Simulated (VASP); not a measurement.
Wanted: the native input for a VASP 6.6.1 run.

| Property | Result |
| --- | --- |
| Task | relaxation of cell and atoms |
| Functional | PBEsol |
| Potentials or basis | VASP PAW PBE potentials, release 64 (N, B) |
| Cutoff | 600 eV |
| k mesh | 12 × 12 × 4 |
| Occupations | fermi-dirac, width 0.05 eV |
| Spin | no spin polarisation |
| Dipole correction | no |
| Further INCAR settings | ALGO = Normal; EDIFF = 1e-06; IBRION = 2; EDIFFG = -0.02; NSW = 80; ISIF = 3 |

The structure of BN lies in POSCAR:

```
BN
1.0
    2.4982400000      0.0000000000      0.0000000000
   -1.2491200000      2.1635393048      0.0000000000
    0.0000000000      0.0000000000      6.6357000000
N B
2 2
Direct
    0.6666666667      0.3333333333      0.2500000000
    0.3333333333      0.6666666667      0.7500000000
    0.6666666667      0.3333333333      0.7500000000
    0.3333333333      0.6666666667      0.2500000000
```

One way to write it, as run:

INCAR

```
  ALGO = Normal
  EDIFF = 1E-6
  EDIFFG = -0.02
  ENCUT = 600
  GGA = PS
  IBRION = 2
  ISIF = 3
  ISMEAR = -1
  LASPH = True
  LCHARG = False
  LREAL = False
  LWAVE = False
  NELM = 80
  NSW = 80
  PREC = Accurate
  SIGMA = 0.05
```

KPOINTS

```
k-points
0
Gamma
  12 12 4
```

Potentials or basis: VASP PAW PBE potentials, release 64 (N, B).

Launch:

```console
$ cat potpaw_PBE.64/N/POTCAR potpaw_PBE.64/B/POTCAR > POTCAR
$ mpirun -np 1 vasp_std > vasp.out
```

Results of the run:

```yaml
Relaxed_volume: 9.17 Å³/atom
Relaxed_cell: a = 2.505 Å, b = 2.505 Å, c = 6.745 Å, α = 90.00°, β = 90.00°, γ = 120.00°
Space_group_after_relaxing_to_0.05_Å: P6_3/mmc (No. 194)
Energy_gained_by_relaxing: 0.9 meV/atom
Ionic_steps: 6
Pressure_after_relaxing: 0.1 GPa
Band_gap_on_the_k_mesh: 4.19 eV, indirect (least direct gap 4.58 eV)
```

Caveat: the PAW data sets were made with another functional, which shifts forces and pressure a little; this functional lacks dispersion, which binds the layers, so the pressure and a relaxed spacing across them are unreliable.

Wall time 86 s on 1 thread of Intel(R) Xeon(R) Platinum 8259CL CPU @ 2.50GHz (Skylake/Cascade Lake), on a shared host, peak memory 0.16 GiB.
